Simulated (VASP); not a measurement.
The system is PbO.

```
Pb O
1.0
     3.98040    0.00000    0.00000
     0.00000    3.98040    0.00000
     0.00000    0.00000    5.00091
Pb O
2 2
Direct
  0.00000 0.50000 0.23663
  0.50000 0.00000 0.76337
  0.00000 0.00000 0.00000
  0.50000 0.50000 0.00000
```

Base run:

```yaml
Program: VASP 6.6.1
Functional: r2SCAN
Potentials_or_basis: VASP PAW PBE potentials, release 64 (Pb_d, O)
Cutoff: 520 eV
k_mesh: 6 × 6 × 6
Occupations: gaussian, width 0.01 eV
Spin: no spin polarisation
```

Its results: band gap on the k mesh 1.54 eV (least direct gap 2.69 eV); pressure 1.7 GPa; largest force 0.095 eV/Å.

Task: The run is repeated on the same cell with these changes: functional from r2SCAN to PBE; further incar settings from ALGO = Normal; EDIFF = 1e-07; NBANDS = 28 to ALGO = Normal; EDIFF = 1e-06; NBANDS = 28. What comes out?

Result: Band gap on the k mesh 1.23 eV (least direct gap 2.28 eV); pressure 4.6 GPa; largest force 0.400 eV/Å.

Caveats: spin-orbit coupling is left out, which moves the levels of the heavy elements; the PAW data sets were made with another functional, which shifts forces and pressure a little (at least some runs); the cell stands under pressure (at least some runs).

A k mesh can miss the band edges.
